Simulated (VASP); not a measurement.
# Si in VASP: single point with PBE+D3(BJ)

Aim: the single point of Si with PBE+D3(BJ).

All numbers are computed with VASP 6.6.1; they aren't measurements. Logs are shortened: lines on timing, memory, paths and dates and some standing lists are left out, and cuts for length are marked.

**1. The cell of the first run**

The cell holds a slab with vacuum, 10 atoms: a = 3.834 Å, b = 3.834 Å, c = 27.303 Å, α = 90.00°, β = 90.00°, γ = 120.00°.

**2. Single point, PBE+D3(BJ)**

INCAR

```
SYSTEM = Si
PREC = Accurate ; ENCUT = 400
EDIFF = 1E-6 ; ISMEAR = 0
SIGMA = 0.03 ; LREAL = .FALSE.
LASPH = .TRUE. ; NELM = 120
ALGO = Normal ; ISIF = 2
LWAVE = .FALSE. ; LCHARG = .FALSE.
LDIPOL = .TRUE. ; IDIPOL = 3
DIPOL = 0.5 0.5 0.500 ; GGA = PE
IVDW = 12 ; NBANDS = 31
GGA_COMPAT = .FALSE. ; NELMDL = -8
```

KPOINTS

```
regular mesh
0
G
  9 9 1
  0 0 0
```

POSCAR

```
Si
1.0
    3.8335631595     -0.0000000288      0.0000000000
   -1.9167815549      3.3199630975      0.0000000000
    0.0000000000      0.0000000000     27.3028494424
Si
10
Direct
    0.0000000000      0.0000000000      0.2618300201
    0.6666666667      0.3333333333      0.2849086480
    0.6666666667      0.3333333333      0.3715457620
    0.3333333333      0.6666666667      0.3995215177
    0.3333333333      0.6666666667      0.4857349414
    0.0000000000      0.0000000000      0.5142657274
    0.0000000000      0.0000000000      0.6004791232
    0.6666666667      0.3333333333      0.6284549883
    0.6666666667      0.3333333333      0.7150921460
    0.3333333333      0.6666666667      0.7381707758
```

Potentials or basis: VASP PAW PBE potentials, release 64 (Si).

Started as:

```sh
> cat potpaw_PBE.64/Si/POTCAR > POTCAR
> mpirun -np 1 vasp_std > vasp.out
```

OUTCAR:

```text
SYSTEM = Si
   PREC = Accurate
   ENCUT = 400
   EDIFF = 1E-6
   ISMEAR = 0
   LREAL = .FALSE.
   LASPH = .TRUE.
   NELM = 120
   ISIF = 2
   GGA = PE
   IVDW = 12
   NELMDL = -8
 IVDW          = 12

 ion  position               nearest neighbor table
   1  0.000  0.000  0.262-   2 2.30   2 2.30   2 2.30
   2  0.667  0.333  0.285-   1 2.30   1 2.30   1 2.30   3 2.37
   3  0.667  0.333  0.372-   4 2.34   4 2.34   4 2.34   2 2.37
   4  0.333  0.667  0.400-   3 2.34   3 2.34   3 2.34   5 2.35
   5  0.333  0.667  0.486-   6 2.35   6 2.35   6 2.35   4 2.35
   6  0.000  0.000  0.514-   5 2.35   5 2.35   5 2.35   7 2.35
   7  0.000  0.000  0.600-   8 2.34   8 2.34   8 2.34   6 2.35
   8  0.667  0.333  0.628-   7 2.34   7 2.34   7 2.34   9 2.37
   9  0.667  0.333  0.715-  10 2.30  10 2.30  10 2.30   8 2.37
  10  0.333  0.667  0.738-   9 2.30   9 2.30   9 2.30

  LATTYP: Found a hexagonal cell.
 ALAT       =     3.8335631595
 C/A-ratio  =     7.1220554629

  Lattice vectors:

 A1 = (   3.8335631595,  -0.0000000288,   0.0000000000)
 A2 = (  -1.9167815549,   3.3199630975,   0.0000000000)
 A3 = (   0.0000000000,   0.0000000000,  27.3028494424)

Analysis of symmetry for initial positions (statically):
=====================================================================
 Subroutine PRICEL returns:
 Original cell was already a primitive cell.

 Routine SETGRP: Setting up the symmetry group for a
 hexagonal supercell.

 Subroutine GETGRP returns: Found 12 space group operations
 (whereof  6 operations were pure point group operations)
 out of a pool of 24 trial point group operations.

The static configuration has the point symmetry C_3v.
 The point group associated with its full space group is D_3d.

Analysis of symmetry for dynamics (positions and initial velocities):
=====================================================================
 Subroutine PRICEL returns:
 Original cell was already a primitive cell.

 Routine SETGRP: Setting up the symmetry group for a
 hexagonal supercell.

 Subroutine GETGRP returns: Found 12 space group operations
 (whereof  6 operations were pure point group operations)
 out of a pool of 24 trial point group operations.

The dynamic configuration has the point symmetry C_3v.
 The point group associated with its full space group is D_3d.

 Subroutine INISYM returns: Found 12 space group operations
 (whereof  6 operations are pure point group operations),
 and found     1 'primitive' translations

----------------------------------------------------------------------------------------

                                     Primitive cell

  volume of cell :     347.4912

  direct lattice vectors                    reciprocal lattice vectors
     3.833563160 -0.000000029  0.000000000     0.260853927  0.150604082  0.000000000
    -1.916781555  3.319963098  0.000000000     0.000000002  0.301208169  0.000000000
     0.000000000  0.000000000 27.302849442     0.000000000  0.000000000  0.036626214

  length of vectors
     3.833563160  3.833563160 27.302849442     0.301208169  0.301208169  0.036626214

  position of ions in fractional coordinates (direct lattice)
     0.000000000  0.000000000  0.261830020
     0.666666667  0.333333333  0.284908648
     0.666666667  0.333333333  0.371545762
     0.333333333  0.666666667  0.399521518
     0.333333333  0.666666667  0.485734941
     0.000000000  0.000000000  0.514265727
     0.000000000  0.000000000  0.600479123
     0.666666667  0.333333333  0.628454988
     0.666666667  0.333333333  0.715092146
     0.333333333  0.666666667  0.738170776

  ion indices of the primitive-cell ions
   primitive index   ion index
                 1           1
                 2           2
                 3           3
                 4           4
                 5           5
                 6           6
                 7           7
                 8           8
                 9           9
                10          10

----------------------------------------------------------------------------------------

 KPOINTS: regular mesh

Automatic generation of k-mesh.
 Grid dimensions read from file:
 generate k-points for:    9    9    1

 Generating k-lattice:

  Cartesian coordinates                     Fractional coordinates (reciprocal lattice)
     0.028983770  0.016733787  0.000000000     0.111111111  0.000000000  0.000000000
     0.000000000  0.033467574  0.000000000     0.000000000  0.111111111  0.000000000
     0.000000000  0.000000000  0.036626214     0.000000000  0.000000000  1.000000000

  Length of vectors
     0.033467574  0.033467574  0.036626214

  Shift w.r.t. Gamma in fractional coordinates (k-lattice)
     0.000000000  0.000000000  0.000000000

 Subroutine IBZKPT returns following result:
 ===========================================

 Found     12 irreducible k-points:

 Following reciprocal coordinates:
            Coordinates               Weight
  0.000000  0.000000  0.000000      1.000000
  0.111111 -0.000000  0.000000      6.000000
  0.222222  0.000000  0.000000      6.000000
  0.333333  0.000000  0.000000      6.000000
  0.444444  0.000000  0.000000      6.000000
  0.111111  0.111111  0.000000      6.000000
  0.222222  0.111111  0.000000     12.000000
  0.333333  0.111111  0.000000     12.000000
  0.444444  0.111111  0.000000      6.000000
  0.222222  0.222222  0.000000      6.000000
  0.333333  0.222222  0.000000     12.000000
  0.333333  0.333333  0.000000      2.000000
   k-points           NKPTS =     12   k-points in BZ     NKDIM =     12   number of bands    NBANDS=     31
   number of dos      NEDOS =    301   number of ions     NIONS =     10
   total plane-waves  NPLWV = 141120
   dimension x,y,z NGX =    28 NGY =   28 NGZ =  180
   dimension x,y,z NGXF=    56 NGYF=   56 NGZF=  360
   ions per type =              10
   NGX,Y,Z   is equivalent  to a cutoff of  12.14, 12.14, 10.96 a.u.
   NGXF,Y,Z  is equivalent  to a cutoff of  24.28, 24.28, 21.92 a.u.
 SYSTEM =  Si
   PREC   = accura    normal or accurate (medium, high low for compatibility)
   ISTART =      0    job   : 0-new  1-cont  2-samecut
   ICHARG =      2    charge: 1-file 2-atom 10-const
   ISPIN  =      1    spin polarized calculation?
   LNONCOLLINEAR =      F non collinear calculations
   LSORBIT =      F    spin-orbit coupling
   LASPH  =      T    aspherical Exc in radial PAW
   ENCUT  =  400.0 eV  29.40 Ry    5.42 a.u.   6.25  6.25 44.52*2*pi/ulx,y,z
   NELM   =    120;   NELMIN=  2; NELMDL= -8     # of ELM steps
   EDIFF  = 0.1E-05   stopping-criterion for ELM
   LREAL  =      F    real-space projection
   EDIFFG = 0.1E-04   stopping-criterion for IOM
   NSW    =      0    number of steps for IOM
   IBRION =     -1    ionic relax: 0-MD 1-quasi-New 2-CG
   NFREE  =      0    steps in history (QN), initial steepest desc. (CG)
   ISIF   =      2    stress and relaxation
   ISYM   =      2    0-nonsym 1-usesym 2-fastsym
   POTIM  = 0.5000    time-step for ionic-motion
   TEBEG  =    0.0;   TEEND  =   0.0 temperature during run
   PSTRESS=    0.0 pullay stress
   NELECT =      40.0000    total number of electrons
   NUPDOWN=      -1.0000    fix difference up-down
   EMIN   =  10.00;   EMAX   =-10.00  energy-range for DOS
   EFERMI =   0.00;   METHOD = LEGACY
   ISMEAR =     0;   SIGMA  =   0.03  broadening in eV -4-tet -1-fermi 0-gaus
   EFERMI_NEDOS =   21; number of points for ismear=-14 and -15
   IALGO  =     38    algorithm
   IMIX   =      4    mixing-type and parameters
     AMIX     =   0.40;   BMIX     =  1.00
     AMIX_MAG =   1.60;   BMIX_MAG =  1.00
  volume/ion in A,a.u.               =      34.75       234.50
  Fermi-wavevector in a.u.,A,eV,Ry     =   0.796368  1.504916  8.628832  0.634201
  Thomas-Fermi vector in A             =   1.902877
   LORBIT       =      0    0 simple, 1 ext, 2 COOP (PROOUT), +10 PAW based schemes
   GGA     = PE    functional components
   LHFCALC =     F    Hartree Fock is set to
   AEXX    =    0.0000 exact exchange contribution
   IVDW    =    12    specifies the selected vdW correction
   LEPSILON=     F    determine dielectric tensor
   LRPA    =     F    only Hartree local field effects (RPA)
 non-spin polarized calculation
 Gauss-broadening in eV      SIGMA  =   0.03
  energy-cutoff  :      400.00
  volume of cell :      347.49
 maximum number of plane-waves:      6365
 NGX is ok and might be reduce to    28
   NGX = 13   NGY = 13   NGZ = 89

 dipolmoment           0.000000      0.000000     -0.000000 electrons x Angstroem

 number of electron      40.0000000 magnetization

 dipolmoment           0.000000      0.000000      0.000038 electrons x Angstroem

 Free energy of the ion-electron system (eV)
  ---------------------------------------------------
  ext. energy  EPLUGINS =         0.00000000
  ---------------------------------------------------
  free energy    TOTEN  =       -51.63766635 eV

  energy without entropy =      -51.63346657  energy(sigma->0) =      -51.63556646

 E-fermi :   1.4829     XC(G=0):  -5.9012

 val. band max:        1.4515172830   @ k =   0.4444   0.0000   0.0000
 cond. band min:       1.4916876924   @ k =   0.3333   0.1111   0.0000
 fundamental gap:      0.0401704094
 Fermi energy:         1.4829164383

 k-point     1 :       0.0000    0.0000    0.0000
  band No.  band energies     occupation
      1     -10.6428      2.00000
      2     -10.3117      2.00000
      3      -9.7924      2.00000
      4      -9.1139      2.00000
      5      -8.5635      2.00000
      6      -5.1421      2.00000
[... 23 lines left out ...]
     30       4.5669      0.00000
     31       4.6437      0.00000
[... 343 lines left out ...]
      1      -7.4579      2.00000
      2      -7.4577      2.00000
      3      -7.4389      2.00000
      4      -7.4333      2.00000
      5      -6.1202      2.00000
      6      -6.1196      2.00000
[... 23 lines left out ...]
     30       6.7261      0.00000
     31       7.1291      0.00000

------------------------ aborting loop because EDIFF is reached ----------------------------------------

 vacuum level on the upper side and lower side of the slab       (xc-potential included)        -0.106        -0.106

 Edisp (eV)   -2.92874

 E8    (eV) :    -1.2394

  FORCE on cell =-STRESS in cart. coord.  units (eV):
  Direction    XX          YY          ZZ          XY          YZ          ZX
  --------------------------------------------------------------------------------------
  -------------------------------------------------------------------------------------
  Total       1.38770     1.38770    -0.06259    -0.00000     0.00000     0.00000
  in kB       6.39827     6.39827    -0.28857    -0.00000     0.00000     0.00000
  external pressure =        4.17 kB  Pullay stress =        0.00 kB

 VOLUME and BASIS-vectors are now :
 -----------------------------------------------------------------------------
  energy-cutoff  :      400.00
  volume of cell :      347.49
      direct lattice vectors                 reciprocal lattice vectors
     3.833563160 -0.000000029  0.000000000     0.260853927  0.150604082  0.000000000
    -1.916781555  3.319963098  0.000000000     0.000000002  0.301208169  0.000000000
     0.000000000  0.000000000 27.302849442     0.000000000  0.000000000  0.036626214

 POSITION                                       TOTAL-FORCE (eV/Angst)
 -----------------------------------------------------------------------------------
      0.00000      0.00000      7.14871        -0.000000     -0.000000      0.004834
      1.91678      1.10665      7.77882         0.000000     -0.000000     -0.004246
      1.91678      1.10665     10.14426         0.000000      0.000000     -0.007483
      0.00000      2.21331     10.90808         0.000000     -0.000000      0.008201
      0.00000      2.21331     13.26195         0.000000     -0.000000     -0.000713
      0.00000      0.00000     14.04092        -0.000000      0.000000      0.000713
      0.00000      0.00000     16.39479        -0.000000      0.000000     -0.008201
      1.91678      1.10665     17.15861        -0.000000     -0.000000      0.007483
      1.91678      1.10665     19.52405        -0.000000     -0.000000      0.004246
      0.00000      2.21331     20.15417         0.000000      0.000000     -0.004834
 -----------------------------------------------------------------------------------
    total drift:                               -0.000000     -0.000000      0.001849

  FREE ENERGIE OF THE ION-ELECTRON SYSTEM (eV)
  ---------------------------------------------------
  free  energy   TOTEN  =       -54.5664048140 eV

  energy  without entropy=      -54.5622050366  energy(sigma->0) =      -54.56430493

 vacuum level on the upper side and lower side of the slab         5.980         5.979
```

It took 5.9 min on 1 thread of Intel Xeon 8259CL, shared host; peak memory 0.37 GiB.

Results:

```yaml
Free_energy: -54.5664 eV
Largest_force: 0.008 eV/Å
Band_gap_on_the_k_mesh: zero (band 20 reaches 1.74 eV, above the bottom of band 21 at 1.28 eV)
Dispersion_energy_per_atom: -0.293 eV
```

Forces in eV/Å, atoms in the order of the input:
```
Si   0.000  0.000  0.005
Si   0.000  0.000 -0.004
Si   0.000  0.000 -0.007
Si   0.000  0.000  0.008
Si   0.000  0.000 -0.001
Si   0.000  0.000  0.001
Si   0.000  0.000 -0.008
Si   0.000  0.000  0.007
Si   0.000  0.000  0.004
Si   0.000  0.000 -0.005
```

Levels at points of the mesh, in eV from the Fermi level:
| k point | band 16 | band 17 | band 18 | band 19 | band 20 | band 21 | band 22 | band 23 | band 24 | band 25 |
| --- | --- | --- | --- | --- | --- | --- | --- | --- | --- | --- |
| (0.00, 0.00, 0.00) | -0.63 | -0.63 | -0.35 | -0.35 | 0.08 | 0.69 | 1.39 | 1.66 | 1.97 | 2.60 |
